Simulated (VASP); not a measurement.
# NbAs (I4_1md) in VASP: a series of runs

NbAs is run at these levels: LDA; tasks: single point.

Everything below comes from runs of VASP 6.6.1. Logs are shortened: lines on timing, memory, paths and dates and some standing lists are left out, and cuts for length are marked.

### Step 1. The cell of the first run

Symmetry: I4_1md, No. 109, tetragonal system. Conventional cell: a = 3.475 Å, b = 3.475 Å, c = 11.757 Å, α = 90.00°, β = 90.00°, γ = 90.00°. Within 3.5 Å of Nb (site symmetry 2mm) lie 6 As at 2.61 to 2.65 Å and 8 Nb at 3.41 to 3.47 Å. As (site symmetry 2mm) has 6 Nb at 2.61 to 2.65 Å and 8 As at 3.41 to 3.47 Å within 3.5 Å.

### Step 2. Single point, LDA (17.74 Å³/atom)

The input, INCAR:

```
PREC = Accurate
ENCUT = 520
EDIFF = 1E-6
ISMEAR = -1
SIGMA = 0.08
LREAL = False
LASPH = True
NELM = 100
ALGO = Normal
ISIF = 2
LWAVE = False
LCHARG = False
GGA = CA
NBANDS = 26
```

The input, KPOINTS:

```
Automatic mesh
0
Gamma
  15 15 15
```

The input, POSCAR:

```
NbAs
1.0
   -1.7372798033      1.7372798033      5.8786766238
    1.7372798033     -1.7372798033      5.8786766238
    1.7372798033      1.7372798033     -5.8786766238
Nb As
2 2
Direct
    0.7500000000      0.7500000000      0.0000000000
    0.5000000000      0.0000000000      0.5000000000
    0.1660000000      0.1660000000      0.0000000000
    0.9160000000      0.4160000000      0.5000000000
```

Potentials or basis: VASP PAW LDA potentials, release 64 (Nb_sv, As).

Command:

```bash
$ cat potpaw_LDA.64/Nb_sv/POTCAR potpaw_LDA.64/As/POTCAR > POTCAR
$ mpirun -np 1 vasp_std > vasp.out
```

OUTCAR:

```text
PREC = Accurate
   ENCUT = 520
   EDIFF = 1E-6
   ISMEAR = -1
   LREAL = False
   LASPH = True
   NELM = 100
   ISIF = 2
   GGA = CA

 ion  position               nearest neighbor table
   1  0.750  0.750  0.000-   4 2.61   4 2.61   3 2.65   3 2.65   3 2.65   3 2.65
   2  0.500  0.000  0.500-   3 2.61   3 2.61   4 2.65   4 2.65   4 2.65   4 2.65
   3  0.166  0.166  0.000-   2 2.61   2 2.61   1 2.65   1 2.65   1 2.65   1 2.65
   4  0.916  0.416  0.500-   1 2.61   1 2.61   2 2.65   2 2.65   2 2.65   2 2.65

  LATTYP: Found a body centered tetragonal cell.
 ALAT       =     3.4745596066
 C/A-ratio  =     3.3838398470

  Lattice vectors:

 A1 = (  -1.7372798033,   1.7372798033,   5.8786766238)
 A2 = (   1.7372798033,  -1.7372798033,   5.8786766238)
 A3 = (   1.7372798033,   1.7372798033,  -5.8786766238)

Analysis of symmetry for initial positions (statically):
=====================================================================
 Subroutine PRICEL returns:
 Original cell was already a primitive cell.

 Routine SETGRP: Setting up the symmetry group for a
 body centered tetragonal supercell.

 Subroutine GETGRP returns: Found  8 space group operations
 (whereof  4 operations were pure point group operations)
 out of a pool of 16 trial point group operations.

The static configuration has the point symmetry C_2v.
 The point group associated with its full space group is C_4v.

Analysis of symmetry for dynamics (positions and initial velocities):
=====================================================================
 Subroutine PRICEL returns:
 Original cell was already a primitive cell.

 Routine SETGRP: Setting up the symmetry group for a
 body centered tetragonal supercell.

 Subroutine GETGRP returns: Found  8 space group operations
 (whereof  4 operations were pure point group operations)
 out of a pool of 16 trial point group operations.

The dynamic configuration has the point symmetry C_2v.
 The point group associated with its full space group is C_4v.

 Subroutine INISYM returns: Found  8 space group operations
 (whereof  4 operations are pure point group operations),
 and found     1 'primitive' translations

----------------------------------------------------------------------------------------

                                     Primitive cell

  volume of cell :      70.9707

  direct lattice vectors                    reciprocal lattice vectors
    -1.737279803  1.737279803  5.878676624     0.000000000  0.287806258  0.085053156
     1.737279803 -1.737279803  5.878676624     0.287806258  0.000000000  0.085053156
     1.737279803  1.737279803 -5.878676624     0.287806258  0.287806258  0.000000000

  length of vectors
     6.371430065  6.371430065  6.371430065     0.300110782  0.300110782  0.407019514

  position of ions in fractional coordinates (direct lattice)
     0.750000000  0.750000000  0.000000000
     0.500000000  0.000000000  0.500000000
     0.166000000  0.166000000  0.000000000
     0.916000000  0.416000000  0.500000000

  ion indices of the primitive-cell ions
   primitive index   ion index
                 1           1
                 2           2
                 3           3
                 4           4

----------------------------------------------------------------------------------------

 KPOINTS: Automatic mesh

Automatic generation of k-mesh.
 Grid dimensions read from file:
 generate k-points for:   15   15   15

 Generating k-lattice:

  Cartesian coordinates                     Fractional coordinates (reciprocal lattice)
     0.000000000  0.019187084  0.005670210     0.066666667  0.000000000 -0.000000000
     0.019187084  0.000000000  0.005670210     0.000000000  0.066666667 -0.000000000
     0.019187084  0.019187084  0.000000000     0.000000000  0.000000000  0.066666667

  Length of vectors
     0.020007385  0.020007385  0.027134634

  Shift w.r.t. Gamma in fractional coordinates (k-lattice)
     0.000000000  0.000000000  0.000000000

 Subroutine IBZKPT returns following result:
 ===========================================

 Found    288 irreducible k-points:

 Following reciprocal coordinates:
            Coordinates               Weight
  0.000000  0.000000  0.000000      1.000000
  0.066667 -0.000000  0.000000      8.000000
  0.133333  0.000000 -0.000000      8.000000
  0.200000 -0.000000  0.000000      8.000000
  0.266667  0.000000 -0.000000      8.000000
  0.333333  0.000000 -0.000000      8.000000
[... 16 lines left out ...]
  0.133333  0.133333  0.000000      8.000000
  0.200000  0.133333  0.000000     16.000000
 [... further k-points ...]
   k-points           NKPTS =    288   k-points in BZ     NKDIM =    288   number of bands    NBANDS=     26
   number of dos      NEDOS =    301   number of ions     NIONS =      4
   total plane-waves  NPLWV = 110592
   dimension x,y,z NGX =    48 NGY =   48 NGZ =   48
   dimension x,y,z NGXF=    96 NGYF=   96 NGZF=   96
   ions per type =               2   2
   NGX,Y,Z   is equivalent  to a cutoff of  12.52, 12.52, 12.52 a.u.
   NGXF,Y,Z  is equivalent  to a cutoff of  25.05, 25.05, 25.05 a.u.
 SYSTEM =  unknown system
   PREC   = accura    normal or accurate (medium, high low for compatibility)
   ISTART =      0    job   : 0-new  1-cont  2-samecut
   ICHARG =      2    charge: 1-file 2-atom 10-const
   ISPIN  =      1    spin polarized calculation?
   LNONCOLLINEAR =      F non collinear calculations
   LSORBIT =      F    spin-orbit coupling
   LASPH  =      T    aspherical Exc in radial PAW
   ENCUT  =  520.0 eV  38.22 Ry    6.18 a.u.  11.85 11.85 11.85*2*pi/ulx,y,z
   NELM   =    100;   NELMIN=  2; NELMDL= -5     # of ELM steps
   EDIFF  = 0.1E-05   stopping-criterion for ELM
   LREAL  =      F    real-space projection
[... 7 lines left out ...]
   TEBEG  =    0.0;   TEEND  =   0.0 temperature during run
   PSTRESS=    0.0 pullay stress
   NELECT =      36.0000    total number of electrons
   NUPDOWN=      -1.0000    fix difference up-down
   EMIN   =  10.00;   EMAX   =-10.00  energy-range for DOS
   EFERMI =   0.00;   METHOD = LEGACY
   ISMEAR =    -1;   SIGMA  =   0.08  broadening in eV -4-tet -1-fermi 0-gaus
   EFERMI_NEDOS =   21; number of points for ismear=-14 and -15
   IALGO  =     38    algorithm
   IMIX   =      4    mixing-type and parameters
     AMIX     =   0.40;   BMIX     =  1.00
     AMIX_MAG =   1.60;   BMIX_MAG =  1.00
  volume/ion in A,a.u.               =      17.74       119.73
  Fermi-wavevector in a.u.,A,eV,Ry     =   1.305618  2.467259 23.192995  1.704637
  Thomas-Fermi vector in A             =   2.436475
   LORBIT       =      0    0 simple, 1 ext, 2 COOP (PROOUT), +10 PAW based schemes
   GGA     = CA    functional components
   LHFCALC =     F    Hartree Fock is set to
   AEXX    =    0.0000 exact exchange contribution
   IVDW    =     0    specifies the selected vdW correction
   LEPSILON=     F    determine dielectric tensor
   LRPA    =     F    only Hartree local field effects (RPA)
 non-spin polarized calculation
  energy-cutoff  :      520.00
  volume of cell :       70.97
 maximum number of plane-waves:      1938
   NGX = 23   NGY = 23   NGZ = 23

 number of electron      36.0000000 magnetization

 Free energy of the ion-electron system (eV)
  ---------------------------------------------------
  ext. energy  EPLUGINS =         0.00000000
  ---------------------------------------------------
  free energy    TOTEN  =       -36.28535016 eV

  energy without entropy =      -36.26968392  energy(sigma->0) =      -36.27751704

 E-fermi :   9.2966     XC(G=0): -11.9221

 val. band max:        9.2957409413   @ k =  -0.0667   0.4667   0.0667
 cond. band min:       9.2991551905   @ k =  -0.0667  -0.4667   0.0667
 fundamental gap:      0.0034142492
 Fermi energy:         9.2965864869

 k-point     1 :       0.0000    0.0000    0.0000
  band No.  band energies     occupation
      1     -45.5374      2.00000
      2     -45.5108      2.00000
      3     -21.9017      2.00000
      4     -21.8098      2.00000
      5     -21.8098      2.00000
      6     -21.6512      2.00000
[... 18 lines left out ...]
     25      13.1761      0.00000
     26      13.1771      0.00000

 k-point     2 :       0.0667   -0.0000    0.0000
  band No.  band energies     occupation
      1     -45.5367      2.00000
      2     -45.5105      2.00000
      3     -21.8988      2.00000
      4     -21.8180      2.00000
      5     -21.8090      2.00000
      6     -21.6596      2.00000
[... 18 lines left out ...]
     25      13.1972      0.00000
     26      13.3583      0.00000

 k-point     3 :       0.1333    0.0000   -0.0000
  band No.  band energies     occupation
      1     -45.5347      2.00000
      2     -45.5098      2.00000
      3     -21.8924      2.00000
      4     -21.8394      2.00000
      5     -21.8069      2.00000
      6     -21.6822      2.00000
[... 18 lines left out ...]
     25      13.3714      0.00000
     26      13.8194      0.00000

 k-point     4 :       0.2000   -0.0000    0.0000
  band No.  band energies     occupation
      1     -45.5317      2.00000
      2     -45.5088      2.00000
      3     -21.8978      2.00000
      4     -21.8554      2.00000
      5     -21.8037      2.00000
      6     -21.7137      2.00000
[... 18 lines left out ...]
     25      13.5553      0.00000
     26      14.3881      0.00000

 k-point     5 :       0.2667    0.0000   -0.0000
  band No.  band energies     occupation
      1     -45.5281      2.00000
      2     -45.5079      2.00000
      3     -21.9311      2.00000
      4     -21.8467      2.00000
      5     -21.8000      2.00000
      6     -21.7472      2.00000
[... 18 lines left out ...]
     25      13.5902      0.00000
     26      14.8964      0.00000

 k-point     6 :       0.3333    0.0000   -0.0000
  band No.  band energies     occupation
      1     -45.5245      2.00000
      2     -45.5071      2.00000
      3     -21.9686      2.00000
      4     -21.8363      2.00000
      5     -21.7964      2.00000
      6     -21.7726      2.00000
[... 427 lines left out ...]
 k-point    21 :      -0.1333    0.0667    0.0000
  band No.  band energies     occupation
      1     -45.5343      2.00000
      2     -45.5093      2.00000
      3     -21.8924      2.00000
      4     -21.8388      2.00000
      5     -21.8145      2.00000
      6     -21.6816      2.00000
[... 18 lines left out ...]
     25      13.3217      0.00000
     26      13.7775      0.00000

 k-point    22 :      -0.0667    0.0667    0.0000
  band No.  band energies     occupation
      1     -45.5361      2.00000
      2     -45.5101      2.00000
      3     -21.8975      2.00000
      4     -21.8184      2.00000
      5     -21.8158      2.00000
      6     -21.6601      2.00000
[... 18 lines left out ...]
     25      13.0394      0.00000
     26      13.4821      0.00000

 k-point    23 :       0.1333    0.1333    0.0000
  band No.  band energies     occupation
      1     -45.5315      2.00000
      2     -45.5094      2.00000
      3     -21.8796      2.00000
      4     -21.8434      2.00000
      5     -21.8285      2.00000
      6     -21.6824      2.00000
[... 18 lines left out ...]
     25      13.1197      0.00000
     26      13.7820      0.00000

 k-point    24 :       0.2000    0.1333    0.0000
  band No.  band energies     occupation
      1     -45.5283      2.00000
      2     -45.5086      2.00000
      3     -21.8896      2.00000
      4     -21.8535      2.00000
      5     -21.8252      2.00000
      6     -21.7095      2.00000
[... 18 lines left out ...]
     25      13.4290      0.00000
     26      14.0504      0.00000

 [... further k-points ...]
[... 5 lines left out ...]
  --------------------------------------------------------------------------------------
  -------------------------------------------------------------------------------------
  Total       -3.9501018     -3.9501018     -3.1669961      0.0000000      0.0000000      0.0000000
  in kB      -89.1743110    -89.1743110    -71.4955492      0.0000000      0.0000000      0.0000000
  external PRESSURE =     -83.2813904 kB  Pullay stress =       0.0000000 kB

 VOLUME and BASIS-vectors are now :
 -----------------------------------------------------------------------------
  energy-cutoff  :      520.00
  volume of cell :       70.97
      direct lattice vectors                 reciprocal lattice vectors
    -1.737279803  1.737279803  5.878676624     0.000000000  0.287806258  0.085053156
     1.737279803 -1.737279803  5.878676624     0.287806258  0.000000000  0.085053156
     1.737279803  1.737279803 -5.878676624     0.287806258  0.287806258  0.000000000

 POSITION                                       TOTAL-FORCE (eV/Angst)
 -----------------------------------------------------------------------------------
      0.00000      0.00000      8.81801         0.000000     -0.000000     -0.251421
      0.00000      1.73728      0.00000        -0.000000      0.000000     -0.251421
      0.00000      0.00000      1.95172         0.000000     -0.000000      0.251421
      0.00000      1.73728      4.89106        -0.000000      0.000000      0.251421
 -----------------------------------------------------------------------------------
    total drift:                               -0.000000     -0.000000      0.000176

  FREE ENERGIE OF THE ION-ELECTRON SYSTEM (eV)
  ---------------------------------------------------
  free  energy   TOTEN  =       -36.2853501613 eV

  energy  without entropy=      -36.2696839174  energy(sigma->0) =      -36.27751704
```

Wall time 13 min (1 thread of Intel Xeon Platinum 8375C at 2.90GHz (Ice Lake), shared host); peak memory 0.61 GiB.

Results:

```
Free energy            : -36.2854 eV
Pressure               : -8.3 GPa
Largest force          : 0.251 eV/Å
Band gap on the k mesh : zero (bands 18 and 19 overlap by 0.02 eV)
```

Forces in eV/Å, atoms in the order of the input:
```
Nb   0.000  0.000 -0.251
Nb   0.000  0.000 -0.251
As   0.000  0.000  0.251
As   0.000  0.000  0.251
```

Stress tensor (GPa, compression positive):
```
-8.92  0.00  0.00
 0.00 -8.92  0.00
 0.00  0.00 -7.15
```

Levels at points of the mesh, in eV from the Fermi level:
```
           k point  band 14  band 15  band 16  band 17  band 18  band 19  band 20  band 21  band 22  band 23
(0.00, 0.00, 0.00)    -2.21    -1.96    -1.62    -1.35    -1.35     0.71     1.27     2.35     2.94     2.94
```

Caveat: the cell stands under tension.

### Step 3. Single point, LDA (18.44 Å³/atom)

This run uses another cell than the first one, of 18.44 Å³/atom.

The input, INCAR:

```
SYSTEM = NbAs
  PREC = Accurate
  ENCUT = 520
  EDIFF = 1E-7
  ISMEAR = -1
  SIGMA = 0.08
  LREAL = .False.
  LASPH = .True.
  NELM = 60
  ALGO = Normal
  ISIF = 2
  LWAVE = .False.
  LCHARG = .False.
  NBANDS = 26
```

The input, KPOINTS:

```
Automatic mesh
0
Gamma
  15 15 15
  0 0 0
```

The input, POSCAR:

```
NbAs
1.0
   -1.7596987896      1.7596987896      5.9545388830
    1.7596987896     -1.7596987896      5.9545388830
    1.7596987896      1.7596987896     -5.9545388830
Nb As
2 2
Direct
    0.7500000000      0.7500000000      0.0000000000
    0.5000000000      0.0000000000      0.5000000000
    0.1660000000      0.1660000000      0.0000000000
    0.9160000000      0.4160000000      0.5000000000
```

Potentials or basis: VASP PAW LDA potentials, release 64 (Nb_sv, As).

Command:

```bash
$ cat potpaw_LDA.64/Nb_sv/POTCAR potpaw_LDA.64/As/POTCAR > POTCAR
$ mpirun -np 1 vasp_std > vasp.out
```

Run time: 14 min. Hardware: 1 thread of Intel Xeon Platinum 8375C at 2.90GHz (Ice Lake), shared host; peak memory 0.63 GiB.

Results (log left out):

- Free energy: -36.0946 eV
- Pressure: -13.6 GPa
- Largest force: 0.208 eV/Å
- Band gap on the k mesh: zero (bands 18 and 19 overlap by 0.01 eV)

Forces in eV/Å, atoms in the order of the input:
```
Nb   0.000  0.000 -0.208
Nb   0.000  0.000 -0.208
As   0.000  0.000  0.208
As   0.000  0.000  0.208
```

Stress tensor (GPa, compression positive):
```
-14.35   0.00   0.00
  0.00 -14.35   0.00
  0.00   0.00 -12.01
```

Levels at points of the mesh, in eV from the Fermi level:
```csv
k point,band 15,band 16,band 17,band 18,band 19,band 20,band 21,band 22
"(0.00, 0.00, 0.00)",-1.85,-1.53,-1.32,-1.32,0.67,1.19,2.23,2.79
```

Caveat: the cell stands under tension.

### Step 4. Single point, LDA

This run uses another cell than the first one, of 17.39 Å³/atom.

The input, INCAR:

```
PREC = Accurate
ENCUT = 520
EDIFF = 1E-7
ISMEAR = -1
SIGMA = 0.08
LREAL = F
LASPH = T
NELM = 80
ALGO = Normal
ISIF = 2
LWAVE = F
LCHARG = F
GGA = CA
NBANDS = 26
```

The input, KPOINTS:

```
regular mesh
0
Gamma
  15 15 15
```

The input, POSCAR:

```
NbAs
1.0
   -1.7258500000      1.7258500000      5.8400000000
    1.7258500000     -1.7258500000      5.8400000000
    1.7258500000      1.7258500000     -5.8400000000
Nb As
2 2
Direct
    0.7500000000      0.7500000000      0.0000000000
    0.5000000000      0.0000000000      0.5000000000
    0.1660000000      0.1660000000      0.0000000000
    0.9160000000      0.4160000000      0.5000000000
```

Command:

```bash
$ cat potpaw_LDA.64/Nb_sv/POTCAR potpaw_LDA.64/As/POTCAR > POTCAR
$ mpirun -np 1 vasp_std > vasp.out
```

Wall time 31 min (1 thread of Oxide Virtual Turin-like, shared host); peak memory 0.57 GiB.

Results (log left out):

| Item | Value |
| --- | --- |
| Free energy | -36.3439 eV |
| Pressure | -5.2 GPa |
| Largest force | 0.276 eV/Å |
| Band gap on the k mesh | zero (bands 18 and 19 overlap by 0.03 eV) |

Forces in eV/Å, atoms in the order of the input:
```
Nb   0.000  0.000 -0.276
Nb   0.000  0.000 -0.276
As   0.000  0.000  0.276
As   0.000  0.000  0.276
```

Stress tensor (GPa, compression positive):
```
-5.71  0.00  0.00
 0.00 -5.71  0.00
 0.00  0.00 -4.28
```

Levels at points of the mesh, in eV from the Fermi level:
```csv
k point,band 14,band 15,band 16,band 17,band 18,band 19,band 20,band 21,band 22,band 23
"(0.00, 0.00, 0.00)",-2.24,-2.01,-1.66,-1.37,-1.37,0.73,1.30,2.41,3.02,3.02
```

Caveat: the cell stands under tension.

### Step 5. Overview

```csv
cell,gap on the mesh (eV),pressure (GPa),largest force (eV/Å)
"a = 6.371 Å, angles 148.4, 148.4, 45.4°, 4 atoms",none,-8.3,0.25
"a = 6.454 Å, angles 148.4, 148.4, 45.4°, 4 atoms",none,-13.6,0.21
"a = 6.330 Å, angles 148.4, 148.4, 45.4°, 4 atoms",none,-5.2,0.28
```

Alike in all rows: task single point; level LDA; potentials or basis VASP PAW LDA potentials, release 64 (Nb_sv, As); no spin polarisation; k mesh 15 × 15 × 15; cutoff (eV) 520; smearing fermi-dirac 0.08 eV.

Caveats: the cell stands under tension.

Absolute energies hang on the potentials; compare differences alone.

The gap in the log of VASP goes by the Fermi energy; the results here count the filled bands.